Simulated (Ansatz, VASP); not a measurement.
**TiO2: VASP beside Ansatz**

```xyz
6
Lattice="-1.8426 1.8426 4.7030 1.8426 -1.8426 4.7030 1.8426 1.8426 -4.7030" Properties=species:S:1:pos:R:3 pbc="T T T"
Ti    0.0000    0.0000    0.0000
Ti    0.0000    1.8426    2.3515
O     0.0000    0.0000    1.9424
O     0.0000    1.8426    4.2939
O     0.0000    1.8426    0.4091
O     0.0000    0.0000    7.4636
```

Change from the starting cell: strain -0.030 along x and y, -0.030 along z, atoms carried along.

Alike in both runs: task single point; functional PBE; k mesh 10 × 10 × 10; occupations gaussian, width 0.05 eV; no spin polarisation.

|  | VASP | Ansatz |
| --- | --- | --- |
| version | VASP 6.6.1 | Ansatz 0.2.0 |
| potentials or method | VASP PAW PBE potentials, release 64 (Ti_sv, O), cutoff 520 eV | scalar-relativistic, plane waves, PAW |
| valence electrons in the cell | 48 | 48 |

Ansatz gave:

* gap on the k mesh at the Fermi level (eV): 2.35
* least direct gap on the mesh (eV): 2.64
* pressure (GPa): 22.9
* traceless stress, the component that is largest in VASP (GPa): 0.77
* rms of the force components (eV/Å): 0.257

Question: Which values does VASP return?

Answer: gap on the k mesh at the Fermi level (eV): 2.33; least direct gap on the mesh (eV): 2.61; pressure (GPa): 23.7; traceless stress, the component that is largest in VASP (GPa): 0.83; rms of the force components (eV/Å): 0.268.

Atom by atom the forces differ by 0.011 eV/Å (rms over components).
